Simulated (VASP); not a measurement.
## CoSi2: single point with PBEsol

The system is CoSi2, a slab with vacuum.

```
Si Co
1.0
     3.75651    0.00000    0.00000
    -1.87826    3.25323    0.00000
     0.00000    0.00000   25.73512
Si Co
8 4
Direct
  0.00000 0.00000 0.29670
  0.33333 0.66667 0.35153
  0.66667 0.33333 0.41083
  0.00000 0.00000 0.46946
  0.33333 0.66667 0.53054
  0.66667 0.33333 0.58917
  0.00000 0.00000 0.64847
  0.33333 0.66667 0.70330
  0.66667 0.33333 0.32239
  0.33333 0.66667 0.44123
  0.00000 0.00000 0.55877
  0.66667 0.33333 0.67761
```

```
Program             : VASP 6.6.1
Task                : single point
Functional          : PBEsol
Potentials or basis : VASP PAW PBE potentials, release 64 (Si, Co)
Cutoff              : 520 eV
k mesh              : 9 × 9 × 1
Occupations         : gaussian, width 0.1 eV
Spin                : no spin polarisation
```

```
Largest force          : 0.012 eV/Å
Band gap on the k mesh : zero (bands 34 and 35 overlap by 2.61 eV)
```

Forces on the atoms (eV/Å):
```
Si   0.000  0.000 -0.010
Si   0.000  0.000 -0.007
Si   0.000  0.000  0.008
Si   0.000  0.000 -0.002
Si   0.000  0.000  0.002
Si   0.000  0.000 -0.008
Si   0.000  0.000  0.007
Si   0.000  0.000  0.010
Co   0.000  0.000 -0.012
Co   0.000  0.000 -0.004
Co   0.000  0.000  0.004
Co   0.000  0.000  0.012
```

Levels at points of the mesh, in eV from the Fermi level:
| k point | band 31 | band 32 | band 33 | band 34 | band 35 | band 36 | band 37 | band 38 |
| --- | --- | --- | --- | --- | --- | --- | --- | --- |
| (0.00, 0.00, 0.00) | 1.05 | 1.05 | 1.78 | 2.13 | 2.13 | 2.46 | 2.76 | 2.84 |

It took 13 min on 1 thread of Intel Xeon 8259CL (shared host), peak memory 0.43 GiB.

Caveat: the PAW data sets were made with another functional, which shifts forces and pressure a little; the run has no spin polarisation, though such a crystal can be magnetic. Spin polarisation is off, so any magnetic state and its effect on volume and gap are missing.
